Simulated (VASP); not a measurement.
Wanted: the native input for a VASP 6.6.1 run.

| Item | Value |
| --- | --- |
| Task | single point |
| Functional | PBE |
| Potentials or basis | VASP PAW PBE potentials, release 64 (Zn, O) |
| Cutoff | 520 eV |
| k mesh | 10 × 10 × 10 |
| Occupations | fermi-dirac, width 0.02 eV |
| Spin | no spin polarisation |
| Dipole correction | no |
| Further INCAR settings | ALGO = Normal; EDIFF = 1e-06; NBANDS = 16 |

The structure of ZnO lies in POSCAR:

```
ZnO
1.0
    0.0000000000      2.1337703963      2.1337703963
    2.1890350496      0.0000000000      2.1337703963
    2.1890350496      2.1337703963      0.0000000000
Zn O
1 1
Direct
    0.0000000000      0.0000000000      0.0000000000
    0.5000000000      0.5000000000      0.5000000000
```

This cell differs from its parent crystal: uniaxial x strain +2.6%.

One way to write it, as run:

INCAR

```
SYSTEM = ZnO
PREC = Accurate
ENCUT = 520
EDIFF = 1E-6
ISMEAR = -1
SIGMA = 0.02
LREAL = .FALSE.
LASPH = .TRUE.
NELM = 100
ALGO = Normal
ISIF = 2
LWAVE = .FALSE.
LCHARG = .TRUE.
GGA = PE
LELF = .TRUE.
LVHAR = .TRUE.
NBANDS = 16
```

KPOINTS

```
Automatic mesh
0
G
  10 10 10
  0 0 0
```

Potentials or basis: VASP PAW PBE potentials, release 64 (Zn, O).

Run with:

```sh
$ cat potpaw_PBE.64/Zn/POTCAR potpaw_PBE.64/O/POTCAR > POTCAR
$ mpirun -np 1 vasp_std > vasp.out
```

Results of the run:

```yaml
Pressure: 4.3 GPa
Band_gap_on_the_k_mesh: 0.73 eV, indirect (least direct gap 2.03 eV)
```

Caveat: the cell differs from its parent crystal (uniaxial x strain +2.6%).

Run time: 18 s on 1 thread of AMD EPYC 9R45 96-Core Processor (Zen 5), on a shared host, peak memory 0.13 GiB.
